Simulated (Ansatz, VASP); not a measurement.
# One calculation of Au, two programs

Contents of INCAR:

```
SYSTEM = Au
PREC     = Accurate       ! precision mode
ENCUT    = 520            ! plane-wave cutoff, eV
EDIFF    = 1E-6           ! SCF threshold, eV
ISMEAR   = -1             ! smearing method
SIGMA    = 0.1            ! smearing width, eV
LREAL    = .FALSE.        ! projectors in reciprocal space
LASPH    = .TRUE.         ! aspherical terms in the spheres
NELM     = 60             ! most SCF steps
ALGO     = Normal         ! electronic algorithm
ISIF     = 2              ! what is computed and relaxed
LWAVE    = .FALSE.        ! write WAVECAR
LCHARG   = .TRUE.         ! write CHGCAR
GGA      = PS             ! functional
LELF     = .TRUE.         ! ELF
LVHAR    = .TRUE.       
NBANDS   = 12             ! bands
```

The input KPOINTS:

```
regular mesh
0
G
  18 18 18
  0 0 0
```

File POSCAR:

```
Au
1.0
   -1.5358406627      1.5358406627      1.5358406627
    1.5358406627     -1.5358406627      1.5358406627
    1.5358406627      1.5358406627     -1.5358406627
Au
1
Direct
    0.0000000000      0.0000000000      0.0000000000
```

Input for Ansatz:

```yaml
crystal:
  lattice:
    - [-1.5358406627, 1.5358406627, 1.5358406627]
    - [1.5358406627, -1.5358406627, 1.5358406627]
    - [1.5358406627, 1.5358406627, -1.5358406627]
  atoms:
    - { symbol: Au, position: [0.0, 0.0, 0.0] }
kpoints:
  mp_grid: { grid: [18, 18, 18] }
scf:
  occupations: { method: fermi_dirac, width: 0.1 }
hamiltonian:
  xc: pbesol
  pseudopotentials: { kind: all_electron, lapw: { basis_error: 0.001 } }
output:
  forces: true
  stress: true
  eigenvalues: true
  populations: true
```

Change from the starting cell: volume scaled by 0.85, LAPW.

Alike in both runs: task single point; functional PBEsol; k mesh 18 × 18 × 18; occupations fermi-dirac, width 0.1 eV; no spin polarisation.

```csv
,VASP,Ansatz
version,VASP 6.6.1,Ansatz 0.2.0
potentials or method,"VASP PAW PBE potentials, release 64 (Au), cutoff 520 eV","all-electron LAPW, scalar-relativistic"
```

Ansatz gave:

```
pressure (GPa) : 44.7
```

**Question.** Estimate VASP's values.

**Answer.** Pressure (GPa): 44.4.

VASP's potentials were made for PBE, not for PBEsol. Both programs put the cell under a high pressure, so it lies far from rest at this level. Ansatz ran all-electron here, and VASP with PAW potentials.

Neither program's run includes spin-orbit coupling.
